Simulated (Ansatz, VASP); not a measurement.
## BeS2 in VASP and in Ansatz

```xyz
6
Lattice="4.5960 -0.0015 0.0000 -1.9151 5.1651 0.0044 0.0000 -0.0767 6.5838" Properties=species:S:1:pos:R:3 pbc="T T T"
Be    3.4472   -0.0424    3.7608
Be   -0.7663    5.1294    2.8275
S    -0.1441    4.2453    4.6204
S     2.1537    4.2610    1.9613
S     0.5272    0.8260    4.6270
S     2.8250    0.8417    1.9679
```

Change from the starting cell: the structure that the rattled CaC2 type (I4/mmm, No. 139) fell into.

Alike in both runs: functional PBE; k mesh 6 × 6 × 4; occupations gaussian, width 0.02 eV; no spin polarisation.

Ansatz relaxed the structure, and its values are those at the end. VASP's run is a single point on that final structure, the one shown.

|  | VASP | Ansatz |
| --- | --- | --- |
| version | VASP 6.6.1 | Ansatz 0.2.0 |
| potentials or method | VASP PAW PBE potentials, release 64 (Be, S), cutoff 520 eV | scalar-relativistic, plane waves, PAW |
| valence electrons in the cell | 28 | 28 |

Ansatz gave:

* gap on the k mesh at the Fermi level (eV): 2.24
* least direct gap on the mesh (eV): 2.50
* pressure (GPa): 0.0
* rms of the force components (eV/Å): 0.003

Question: What did VASP give for the same quantities?

Answer: gap on the k mesh at the Fermi level (eV): 2.26; least direct gap on the mesh (eV): 2.52; pressure (GPa): -0.2; rms of the force components (eV/Å): 0.044.

The functional is the same, so the differences come from potentials, cutoffs and numerics.
